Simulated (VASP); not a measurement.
Input of a VASP 6.6.1 run:

Contents of INCAR:

```
PREC = Accurate
ENCUT = 520
EDIFF = 1E-7
ISMEAR = 0
SIGMA = 0.15
LREAL = F
LASPH = T
NELM = 80
ALGO = Normal
ISIF = 2
LWAVE = F
LCHARG = F
GGA = PE
NBANDS = 16
```

File KPOINTS:

```
Automatic mesh
0
Gamma
  16 16 16
```

File POSCAR:

```
CoSi2
1.0
    0.0000000000      2.5995408861      2.6799390578
    2.6799390578      0.0000000000      2.6799390578
    2.6799390578      2.5995408861      0.0000000000
Co Si
1 2
Direct
    0.0000000000      0.0000000000      0.0000000000
    0.2500000000      0.2500000000      0.2500000000
    0.7500000000      0.7500000000      0.7500000000
```

Potentials or basis: VASP PAW PBE potentials, release 64 (Co, Si).

The run is started by

```console
$ cat potpaw_PBE.64/Co/POTCAR potpaw_PBE.64/Si/POTCAR > POTCAR
$ mpirun -np 1 vasp_std > vasp.out
```

(1) What does it give for the pressure?

(2) Estimate the band gap on the k mesh.

## Answers

(1) 5.8 GPa.

(2) zero (an odd number of electrons rules out a gap without spin polarisation).

Caveat: the cell differs from its parent crystal (strain -0.0300 x Voigt [0, 1, 0, 0, 0, 0]); the cell stands under pressure; an odd number of electrons without spin polarisation forces a metal; a magnetic or distorted state may lie lower.
